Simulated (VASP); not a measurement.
# As (Pm-3m) in VASP: a series of runs, part 2 of 2

VASP 6.6.1. The steps go on from the part before.

## 3. Single point, LDA (volume scaled by 1.08)

The input, INCAR:

```
  PREC = Accurate
  ENCUT = 520
  EDIFF = 1E-7
  ISMEAR = -1
  SIGMA = 0.1
  LREAL = False
  LASPH = True
  NELM = 80
  ALGO = Normal
  ISIF = 2
  LWAVE = False
  LCHARG = False
  GGA = CA
  NBANDS = 8
```

The input, KPOINTS:

```
regular mesh
0
Gamma
  13 13 13
```

The input, POSCAR:

```
As
1.0
    2.7445973252      0.0000000000      0.0000000000
    0.0000000000      2.7445973252      0.0000000000
    0.0000000000      0.0000000000      2.7445973252
As
1
Direct
    0.0000000000      0.0000000000      0.0000000000
```

Potentials or basis: VASP PAW LDA potentials, release 64 (As).

Started as:

```bash
$ cat potpaw_LDA.64/As/POTCAR > POTCAR
$ mpirun -np 1 vasp_std > vasp.out
```

OUTCAR:

```text
PREC = Accurate
   ENCUT = 520
   EDIFF = 1E-7
   ISMEAR = -1
   LREAL = False
   LASPH = True
   NELM = 80
   ISIF = 2
   GGA = CA

 ion  position               nearest neighbor table
   1  0.000  0.000  0.000-

  LATTYP: Found a simple cubic cell.
 ALAT       =     2.7445973252

  Lattice vectors:

 A1 = (   2.7445973252,   0.0000000000,   0.0000000000)
 A2 = (   0.0000000000,   2.7445973252,   0.0000000000)
 A3 = (   0.0000000000,   0.0000000000,   2.7445973252)

Analysis of symmetry for initial positions (statically):
=====================================================================
 Subroutine PRICEL returns:
 Original cell was already a primitive cell.

 Routine SETGRP: Setting up the symmetry group for a
 simple cubic supercell.

 Subroutine GETGRP returns: Found 48 space group operations
 (whereof 48 operations were pure point group operations)
 out of a pool of 48 trial point group operations.

The static configuration has the point symmetry O_h .
[... 152 lines left out ...]
  ext. energy  EPLUGINS =         0.00000000
  ---------------------------------------------------
  free energy    TOTEN  =        -5.31165186 eV

  energy without entropy =       -5.30176686  energy(sigma->0) =       -5.30670936

 E-fermi :   5.4883     XC(G=0): -10.4014

 val. band max:        5.4672801558   @ k =   0.3077   0.2308   0.1538
 cond. band min:       5.5844072839   @ k =   0.3846   0.3077   0.3077
 fundamental gap:      0.1171271281
 Fermi energy:         5.4883188835

 k-point     1 :       0.0000    0.0000    0.0000
  band No.  band energies     occupation
      1      -9.1659      2.00000
      2       9.3523      0.00000
      3       9.3523      0.00000
      4       9.3523      0.00000
      5      13.9635      0.00000
      6      13.9635      0.00000
      7      15.4475      0.00000
      8      29.7551      0.00000
[... 243 lines left out ...]
 k-point    24 :       0.3846    0.3077    0.0000
  band No.  band energies     occupation
      1      -5.2981      2.00000
      2       1.4494      2.00000
      3       3.7374      2.00000
      4      11.5924      0.00000
      5      12.3093      0.00000
      6      18.6601      0.00000
      7      22.1881      0.00000
      8      23.4100      0.00000

 [... further k-points ...]
[... 5 lines left out ...]
  --------------------------------------------------------------------------------------
  -------------------------------------------------------------------------------------
  Total       -0.7676648     -0.7676648     -0.7676648     -0.0000000     -0.0000000      0.0000000
  in kB      -59.4903191    -59.4903191    -59.4903191     -0.0000000     -0.0000000      0.0000000
  external PRESSURE =     -59.4903191 kB  Pullay stress =       0.0000000 kB

 VOLUME and BASIS-vectors are now :
 -----------------------------------------------------------------------------
  energy-cutoff  :      520.00
  volume of cell :       20.67
      direct lattice vectors                 reciprocal lattice vectors
     2.744597325  0.000000000  0.000000000     0.364352173  0.000000000  0.000000000
     0.000000000  2.744597325  0.000000000     0.000000000  0.364352173  0.000000000
     0.000000000  0.000000000  2.744597325     0.000000000  0.000000000  0.364352173

 POSITION                                       TOTAL-FORCE (eV/Angst)
 -----------------------------------------------------------------------------------
      0.00000      0.00000      0.00000         0.000000      0.000000      0.000000
 -----------------------------------------------------------------------------------
    total drift:                               -0.000000      0.000000      0.000000

  FREE ENERGIE OF THE ION-ELECTRON SYSTEM (eV)
  ---------------------------------------------------
  free  energy   TOTEN  =        -5.3116518571 eV

  energy  without entropy=       -5.3017668606  energy(sigma->0) =       -5.30670936
```

stdout:

```text
POSCAR found type information on POSCAR As
 POSCAR found :  1 types and       1 ions
 scaLAPACK will be used
 LDA part: xc-table for (Slater(with rela. corr.)+CA(PZ))
 , standard interpolation
 POSCAR, INCAR and KPOINTS ok, starting setup
 FFT: planning ... GRIDC
 FFT: planning ... GRID_SOFT
 FFT: planning ... GRID
 WAVECAR not read
 entering main loop
```

Run time: 15 s. Hardware: 1 thread of AMD EPYC 7R13, shared host; peak memory 0.09 GiB.

Results:

```
Free energy : -5.3117 eV
Pressure    : -5.9 GPa
```

Caveat: the cell differs from its parent crystal (volume scaled by 1.08).

## 4. Single point, LDA (volume scaled by 1.12)

The input, INCAR:

```
ALGO = Normal
EDIFF = 1E-7
ENCUT = 520
GGA = CA
ISIF = 2
ISMEAR = -1
LASPH = T
LCHARG = F
LREAL = F
LWAVE = F
NBANDS = 8
NELM = 80
PREC = Accurate
SIGMA = 0.1
```

The input, KPOINTS:

```
k-points
0
Gamma
  13 13 13
```

The input, POSCAR:

```
As
1.0
    2.7780713233      0.0000000000      0.0000000000
    0.0000000000      2.7780713233      0.0000000000
    0.0000000000      0.0000000000      2.7780713233
As
1
Direct
    0.0000000000      0.0000000000      0.0000000000
```

Started as:

```bash
$ cat potpaw_LDA.64/As/POTCAR > POTCAR
$ mpirun -np 1 vasp_std > vasp.out
```

Wall time 21 s (1 thread of AMD EPYC 7R13, shared host); peak memory 0.1 GiB.

The run converged. Its results:

```
Free energy : -5.2777 eV
Pressure    : -8.2 GPa
```

Levels at points of the mesh, in eV from the Fermi level:
```tsv
k point	band 1	band 2	band 3	band 4	band 5	band 6	band 7
(0.00, 0.00, 0.00)	-14.33	3.74	3.74	3.74	8.46	8.46	9.67
```

Caveat: the cell differs from its parent crystal (volume scaled by 1.12).

## 5. Single point, LDA

This run uses another cell than the first one, of 19.14 Å³/atom, 0.962 times its volume.

The input, INCAR:

```
ALGO = Normal ; EDIFF = 1E-6
ENCUT = 520 ; GGA = CA
ISIF = 2 ; ISMEAR = -1
LASPH = True ; LCHARG = False
LREAL = False ; LWAVE = False
NBANDS = 8 ; NELM = 100
PREC = Accurate ; SIGMA = 0.1
```

The input, KPOINTS:

```
k-points
0
Gamma
  19 19 19
```

The input, POSCAR:

```
As
1.0
    2.6750837543      0.0000000000      0.0000000000
    0.0000000000      2.6750837543      0.0000000000
    0.0000000000      0.0000000000      2.6750837543
As
1
Direct
    0.0000000000      0.0000000000      0.0000000000
```

Started as:

```bash
$ cat potpaw_LDA.64/As/POTCAR > POTCAR
$ mpirun -np 1 vasp_std > vasp.out
```

Wall time 33 s (1 thread of AMD EPYC 7R13, shared host); peak memory 0.11 GiB.

Results (log left out):

| Quantity | Value |
| --- | --- |
| Free energy | -5.3272 eV |
| Pressure | 0.5 GPa |

Levels at points of the mesh, in eV from the Fermi level:
| k point | band 1 | band 2 | band 3 | band 4 | band 5 | band 6 | band 7 |
| --- | --- | --- | --- | --- | --- | --- | --- |
| (0.00, 0.00, 0.00) | -15.32 | 4.19 | 4.19 | 4.19 | 8.58 | 8.58 | 10.66 |

## 6. Summary

| cell | k mesh | gap on the mesh (eV) | pressure (GPa) |
| --- | --- | --- | --- |
| a = 2.710 Å, 1 atom | 13 × 13 × 13 | none | -3.2 |
| a = 2.745 Å, 1 atom | 13 × 13 × 13 | none | -5.9 |
| a = 2.778 Å, 1 atom | 13 × 13 × 13 | none | -8.2 |
| a = 2.675 Å, 1 atom | 19 × 19 × 19 | none | 0.5 |

Alike in all rows: task single point; level LDA; potentials or basis VASP PAW LDA potentials, release 64 (As); no spin polarisation; cutoff (eV) 520; smearing fermi-dirac 0.1 eV.

Absolute energies hang on the potentials; compare differences alone.
